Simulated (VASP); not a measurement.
# W in VASP: notebook, part 2 of 2

VASP 6.6.1. The steps go on from the part before.

**3. Single point, PBE**

File INCAR:

```
  PREC = Accurate
  ENCUT = 520
  EDIFF = 1E-6
  ISMEAR = -1
  SIGMA = 0.1
  LREAL = False
  LASPH = True
  NELM = 80
  ALGO = Normal
  ISIF = 2
  LWAVE = False
  LCHARG = False
  LDIPOL = True
  IDIPOL = 3
  DIPOL = 0.5 0.5 0.500
  GGA = PE
  NBANDS = 36
```

File KPOINTS:

```
regular mesh
0
Gamma
  13 13 1
```

File POSCAR:

```
W
1.0
    2.7570193918      0.0000000000      0.0000000000
   -0.9190064639      2.5993428104      0.0000000000
    0.0000000000      0.0000000000     22.7533000000
W
4
Direct
    0.2500000000      0.2500000000      0.3546216145
    0.7500000000      0.7500000000      0.4502265424
    0.2500000000      0.2500000000      0.5497734576
    0.7500000000      0.7500000000      0.6453783850
```

Potentials or basis: VASP PAW PBE potentials, release 64 (W_sv).

Launch:

```bash
cat potpaw_PBE.64/W_sv/POTCAR > POTCAR
mpirun -np 1 vasp_std > vasp.out
```

OUTCAR:

```text
PREC = Accurate
   ENCUT = 520
   EDIFF = 1E-6
   ISMEAR = -1
   LREAL = False
   LASPH = True
   NELM = 80
   ISIF = 2
   GGA = PE

 ion  position               nearest neighbor table
   1  0.250  0.250  0.355-   2 2.70   2 2.70   2 3.13   2 3.13
   2  0.750  0.750  0.450-   1 2.70   1 2.70   3 2.77   3 2.77   1 3.13   1 3.13   3 3.19   3 3.19

   3  0.250  0.250  0.550-   4 2.70   4 2.70   2 2.77   2 2.77   4 3.13   4 3.13   2 3.19   2 3.19

   4  0.750  0.750  0.645-   3 2.70   3 2.70   3 3.13   3 3.13

  LATTYP: Found a base centered orthorhombic cell.
 ALAT       =     3.1835317760
 B/A-ratio  =     1.4142135624
 C/A-ratio  =     7.1471879663

  Lattice vectors:

 A1 = (   2.7570193918,   0.0000000000,   0.0000000000)
 A2 = (  -0.9190064639,   2.5993428104,   0.0000000000)
 A3 = (   0.0000000000,   0.0000000000,  22.7533000000)

Analysis of symmetry for initial positions (statically):
=====================================================================
 Subroutine PRICEL returns:
 Original cell was already a primitive cell.

 Routine SETGRP: Setting up the symmetry group for a
 base centered orthorhombic supercell.

 Subroutine GETGRP returns: Found  8 space group operations
 (whereof  4 operations were pure point group operations)
 out of a pool of  8 trial point group operations.

The static configuration has the point symmetry C_2h.
 The point group associated with its full space group is D_2h.

Analysis of symmetry for dynamics (positions and initial velocities):
=====================================================================
 Subroutine PRICEL returns:
 Original cell was already a primitive cell.

 Routine SETGRP: Setting up the symmetry group for a
 base centered orthorhombic supercell.

 Subroutine GETGRP returns: Found  8 space group operations
 (whereof  4 operations were pure point group operations)
 out of a pool of  8 trial point group operations.

The dynamic configuration has the point symmetry C_2h.
 The point group associated with its full space group is D_2h.

 Subroutine INISYM returns: Found  8 space group operations
 (whereof  4 operations are pure point group operations),
 and found     1 'primitive' translations

----------------------------------------------------------------------------------------

                                     Primitive cell

  volume of cell :     163.0601

  direct lattice vectors                    reciprocal lattice vectors
     2.757019392  0.000000000  0.000000000     0.362710543  0.128237542  0.000000000
    -0.919006464  2.599342810  0.000000000     0.000000000  0.384712627  0.000000000
     0.000000000  0.000000000 22.753300000     0.000000000  0.000000000  0.043949669

  length of vectors
     2.757019392  2.757019392 22.753300000     0.384712627  0.384712627  0.043949669

  position of ions in fractional coordinates (direct lattice)
     0.250000000  0.250000000  0.354621614
     0.750000000  0.750000000  0.450226542
     0.250000000  0.250000000  0.549773458
     0.750000000  0.750000000  0.645378385

  ion indices of the primitive-cell ions
   primitive index   ion index
                 1           1
                 2           2
                 3           3
                 4           4

[... 51 lines left out ...]
  0.461538  0.153846  0.000000      4.000000
 [... further k-points ...]
   k-points           NKPTS =     49   k-points in BZ     NKDIM =     49   number of bands    NBANDS=     36
   number of dos      NEDOS =    301   number of ions     NIONS =      4
   total plane-waves  NPLWV = 103680
   dimension x,y,z NGX =    24 NGY =   24 NGZ =  180
   dimension x,y,z NGXF=    48 NGYF=   48 NGZF=  360
   ions per type =               4
   NGX,Y,Z   is equivalent  to a cutoff of  14.47, 14.47, 13.15 a.u.
   NGXF,Y,Z  is equivalent  to a cutoff of  28.94, 28.94, 26.30 a.u.
 SYSTEM =  unknown system
   PREC   = accura    normal or accurate (medium, high low for compatibility)
   ISTART =      0    job   : 0-new  1-cont  2-samecut
   ICHARG =      2    charge: 1-file 2-atom 10-const
   ISPIN  =      1    spin polarized calculation?
   LNONCOLLINEAR =      F non collinear calculations
   LSORBIT =      F    spin-orbit coupling
   LASPH  =      T    aspherical Exc in radial PAW
   ENCUT  =  520.0 eV  38.22 Ry    6.18 a.u.   5.13  5.13 42.31*2*pi/ulx,y,z
   NELM   =     80;   NELMIN=  2; NELMDL= -5     # of ELM steps
   EDIFF  = 0.1E-05   stopping-criterion for ELM
   LREAL  =      F    real-space projection
   EDIFFG = 0.1E-04   stopping-criterion for IOM
   NSW    =      0    number of steps for IOM
   IBRION =     -1    ionic relax: 0-MD 1-quasi-New 2-CG
   NFREE  =      0    steps in history (QN), initial steepest desc. (CG)
   ISIF   =      2    stress and relaxation
   ISYM   =      2    0-nonsym 1-usesym 2-fastsym
   POTIM  = 0.5000    time-step for ionic-motion
   TEBEG  =    0.0;   TEEND  =   0.0 temperature during run
   PSTRESS=    0.0 pullay stress
   NELECT =      56.0000    total number of electrons
   NUPDOWN=      -1.0000    fix difference up-down
   EMIN   =  10.00;   EMAX   =-10.00  energy-range for DOS
   EFERMI =   0.00;   METHOD = LEGACY
   ISMEAR =    -1;   SIGMA  =   0.10  broadening in eV -4-tet -1-fermi 0-gaus
   EFERMI_NEDOS =   21; number of points for ismear=-14 and -15
   IALGO  =     38    algorithm
   IMIX   =      4    mixing-type and parameters
     AMIX     =   0.40;   BMIX     =  1.00
     AMIX_MAG =   1.60;   BMIX_MAG =  1.00
  volume/ion in A,a.u.               =      40.77       275.10
  Fermi-wavevector in a.u.,A,eV,Ry     =   1.146449  2.166475 17.882768  1.314346
  Thomas-Fermi vector in A             =   2.283134
   LORBIT       =      0    0 simple, 1 ext, 2 COOP (PROOUT), +10 PAW based schemes
   GGA     = PE    functional components
   LHFCALC =     F    Hartree Fock is set to
   AEXX    =    0.0000 exact exchange contribution
   IVDW    =     0    specifies the selected vdW correction
   LEPSILON=     F    determine dielectric tensor
   LRPA    =     F    only Hartree local field effects (RPA)
 non-spin polarized calculation
  energy-cutoff  :      520.00
  volume of cell :      163.06
 maximum number of plane-waves:      4424
 NGX is ok and might be reduce to    24
   NGX = 11   NGY = 11   NGZ = 85

 dipolmoment           0.000000      0.000000     -0.000000 electrons x Angstroem

 number of electron      55.9999995 magnetization

 dipolmoment           0.000000      0.000000      0.000000 electrons x Angstroem

 Free energy of the ion-electron system (eV)
  ---------------------------------------------------
  ext. energy  EPLUGINS =         0.00000000
  ---------------------------------------------------
  free energy    TOTEN  =       -48.95345281 eV

  energy without entropy =      -48.85807819  energy(sigma->0) =      -48.90576550

 E-fermi :   1.5750     XC(G=0):  -6.2678

 val. band max:        1.5716288267   @ k =   0.3846   0.3077   0.0000
 cond. band min:       1.5831538412   @ k =  -0.1538   0.1538   0.0000
 fundamental gap:      0.0115250144
 Fermi energy:         1.5749854186

 k-point     1 :       0.0000    0.0000    0.0000
  band No.  band energies     occupation
      1     -72.6329      2.00000
      2     -72.5773      2.00000
      3     -72.4302      2.00000
      4     -72.4267      2.00000
      5     -37.3640      2.00000
      6     -37.0691      2.00000
[... 925 lines left out ...]
     35       5.5860      0.00000
     36       5.7143      0.00000

 [... further k-points ...]

------------------------ aborting loop because EDIFF is reached ----------------------------------------

 vacuum level on the upper side and lower side of the slab       (xc-potential included)        -0.183        -0.183

  FORCE on cell =-STRESS in cart. coord.  units (eV):
  Direction    XX          YY          ZZ          XY          YZ          ZX
  --------------------------------------------------------------------------------------
  -------------------------------------------------------------------------------------
  Total       -3.2615558     -3.9748308      0.1667132     -1.0087232     -0.0000000     -0.0000000
  in kB      -32.0470181    -39.0554332      1.6380716     -9.9113957     -0.0000000     -0.0000000
  external PRESSURE =     -23.1547932 kB  Pullay stress =       0.0000000 kB

 VOLUME and BASIS-vectors are now :
 -----------------------------------------------------------------------------
  energy-cutoff  :      520.00
  volume of cell :      163.06
      direct lattice vectors                 reciprocal lattice vectors
     2.757019392  0.000000000  0.000000000     0.362710543  0.128237542  0.000000000
    -0.919006464  2.599342810  0.000000000     0.000000000  0.384712627  0.000000000
     0.000000000  0.000000000 22.753300000     0.000000000  0.000000000  0.043949669

 POSITION                                       TOTAL-FORCE (eV/Angst)
 -----------------------------------------------------------------------------------
      0.45950      0.64984      8.06881         0.000000      0.000000     -0.032378
      1.37851      1.94951     10.24414        -0.000000      0.000000     -0.000333
      0.45950      0.64984     12.50916         0.000000     -0.000000      0.000333
      1.37851      1.94951     14.68449        -0.000000     -0.000000      0.032378
 -----------------------------------------------------------------------------------
    total drift:                                0.000000     -0.000000      0.000028

  FREE ENERGIE OF THE ION-ELECTRON SYSTEM (eV)
  ---------------------------------------------------
  free  energy   TOTEN  =       -48.9534528061 eV

  energy  without entropy=      -48.8580781850  energy(sigma->0) =      -48.90576550

 vacuum level on the upper side and lower side of the slab         6.280         6.280
```

OSZICAR:

```text
N       E                     dE             d eps       ncg     rms          rms(c)
DAV:   1     0.688394076261E+03    0.68839E+03   -0.35516E+04  4184   0.153E+03
DAV:   2    -0.242249398984E+02   -0.71262E+03   -0.70172E+03  4052   0.485E+02
DAV:   3    -0.509714140628E+02   -0.26746E+02   -0.25985E+02  4328   0.974E+01
[... 15 lines left out ...]
DAV:  19    -0.489534360360E+02   -0.11409E-04   -0.13968E-06  2736   0.616E-03    0.112E-03
DAV:  20    -0.489534425405E+02   -0.65044E-05   -0.54324E-07  2496   0.340E-03    0.996E-04
DAV:  21    -0.489534501340E+02   -0.75935E-05   -0.31601E-07  2288   0.319E-03    0.275E-04
DAV:  22    -0.489534524139E+02   -0.22799E-05   -0.92566E-08  2116   0.115E-03    0.328E-04
DAV:  23    -0.489534528061E+02   -0.39216E-06   -0.16692E-08  1988   0.486E-04
   1 F= -.48953453E+02 E0= -.48905765E+02  d E =-.953746E-01
```

Run time: 4.5 min. Hardware: 1 thread of AMD EPYC 9R45 (Zen 5), shared host; peak memory 0.38 GiB.

Results:

| Item | Value |
| --- | --- |
| Free energy | -48.9535 eV |
| Largest force | 0.032 eV/Å |
| Band gap on the k mesh | zero (bands 28 and 29 overlap by 1.88 eV) |

Forces in eV/Å, atoms in the order of the input:
```
W    0.000  0.000 -0.032
W    0.000  0.000  0.000
W    0.000  0.000  0.000
W    0.000  0.000  0.032
```

Levels at points of the mesh, in eV from the Fermi level:
| k point | band 25 | band 26 | band 27 | band 28 | band 29 | band 30 | band 31 | band 32 |
| --- | --- | --- | --- | --- | --- | --- | --- | --- |
| (0.00, 0.00, 0.00) | -1.28 | -1.28 | -1.12 | -0.83 | -0.30 | 0.64 | 0.68 | 1.66 |

Caveat: spin-orbit coupling is left out, which moves the levels of the heavy elements.

**4. Single point, PBE**

File INCAR:

```
SYSTEM = W
PREC = Accurate
ENCUT = 520
EDIFF = 1E-6
ISMEAR = -1
SIGMA = 0.1
LREAL = .FALSE.
LASPH = .TRUE.
NELM = 60
ALGO = Normal
ISIF = 2
LWAVE = .FALSE.
LCHARG = .FALSE.
LDIPOL = .TRUE.
IDIPOL = 3
DIPOL = 0.5 0.5 0.500
GGA = PE
NBANDS = 36
```

File KPOINTS:

```
regular mesh
0
G
  13 13 1
  0 0 0
```

POSCAR is that of step 3.

Launch:

```bash
cat potpaw_PBE.64/W_sv/POTCAR > POTCAR
mpirun -np 1 vasp_std > vasp.out
```

Run time: 4.2 min. Hardware: 1 thread of AMD EPYC 9R45 (Zen 5), shared host; peak memory 0.38 GiB.

It converged, with:

```
Free energy            : -48.9535 eV
Largest force          : 0.032 eV/Å
Band gap on the k mesh : zero (bands 28 and 29 overlap by 1.88 eV)
```

Forces on the atoms (eV/Å):
```
W    0.000  0.000 -0.032
W    0.000  0.000  0.000
W    0.000  0.000  0.000
W    0.000  0.000  0.032
```

Levels at points of the mesh, in eV from the Fermi level:
| k point | band 24 | band 25 | band 26 | band 27 | band 28 | band 29 | band 30 | band 31 | band 32 | band 33 |
| --- | --- | --- | --- | --- | --- | --- | --- | --- | --- | --- |
| (0.00, 0.00, 0.00) | -1.70 | -1.28 | -1.28 | -1.12 | -0.83 | -0.30 | 0.64 | 0.68 | 1.66 | 1.85 |

Caveat: spin-orbit coupling is left out, which moves the levels of the heavy elements.
